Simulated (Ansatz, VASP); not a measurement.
One calculation of Al2AuS4, two programs

File POSCAR:

```
Al2AuS4
1.0
    0.0000000000      5.2740420000      0.0000000000
    5.2740420000      0.0000000000      0.0000000000
    2.6370210000      2.6370210000     -5.2232470000
Au Al S
1 2 4
Direct
    0.0000000000      0.0000000000      0.0000000000
    0.7500000000      0.2500000000      0.5000000000
    0.5000000000      0.5000000000      0.0000000000
    0.3800000000      0.3900000000      0.7400000000
    0.6100000000      0.1200000000      0.2600000000
    0.8800000000      0.8700000000      0.7400000000
    0.1300000000      0.6200000000      0.2600000000
```

File INCAR.step1:

```
SYSTEM = Al2AuS4
ALGO = Normal ; EDIFF = 1E-4
ENCUT = 520 ; GGA = PE
ISMEAR = -1 ; LASPH = .True.
LCHARG = .False. ; LREAL = .False.
LWAVE = .True. ; NBANDS = 30
NELM = 100 ; PREC = Accurate
SIGMA = 0.1
```

Contents of INCAR.step2:

```
SYSTEM = Al2AuS4
ALGO = Normal ; EDIFF = 1E-6
ENCUT = 520 ; ISIF = 2
ISMEAR = -1 ; ISTART = 1
LASPH = .True. ; LCHARG = .False.
LMIXTAU = .True. ; LREAL = .False.
LWAVE = .False. ; METAGGA = R2SCAN
NBANDS = 30 ; NELM = 100
PREC = Accurate ; SIGMA = 0.1
```

Contents of KPOINTS:

```
k-points
0
Gamma
  4 4 4
  0 0 0
```

Input for Ansatz:

```yaml
crystal:
  lattice:
    - [0.0, 5.274042, 0.0]
    - [5.274042, 0.0, 0.0]
    - [2.637021, 2.637021, -5.223247]
  atoms:
    - { symbol: Au, position: [0.0, 0.0, 0.0] }
    - { symbol: Al, position: [0.75, 0.25, 0.5] }
    - { symbol: S, position: [0.38, 0.39, 0.74] }
    - { symbol: S, position: [0.61, 0.12, 0.26] }
    - { symbol: S, position: [0.88, 0.87, 0.74] }
    - { symbol: S, position: [0.13, 0.62, 0.26] }
    - { symbol: Al, position: [0.5, 0.5, 0.0] }
  symmetry: { tolerance: 0.0003 }
kpoints:
  mp_grid: { grid: [4, 4, 4], shift: [0, 0, 0] }
magnetization:
  spin_polarized: false
scf:
  occupations: { method: fermi_dirac }
hamiltonian:
  pseudopotentials: { kind: paw }
  xc: r2scan
basis:
  ecutwfc: 500
output:
  forces: true
  stress: true
  eigenvalues: true
```

Alike in both runs: task single point; functional r2SCAN; k mesh 4 × 4 × 4; no spin polarisation.

|  | VASP | Ansatz |
| --- | --- | --- |
| version | VASP 6.6.1 | Ansatz 0.2.0 |
| potentials or method | VASP PAW PBE potentials, release 64 (Au, Al, S), cutoff 520 eV | PAW plane waves |
| occupations | fermi-dirac, width 0.1 eV | fermi-dirac |
| valence electrons in the cell | 41 | 49 |

```csv
,VASP,Ansatz,Ansatz less VASP
gap on the k mesh at the Fermi level (eV),none,none,-
pressure (GPa),3.4,3.7,+0.29
rms of the force components (eV/Å),0.625,0.626,+0.0011
```

VASP's potentials were made for PBE, not for r2SCAN. A gap of «none» marks a metal or a gap that the smearing closes. VASP's potentials hold 41 valence electrons a cell and Ansatz's 49, so a difference there can come from the potentials and not from the codes.

Spin-orbit coupling is off throughout.
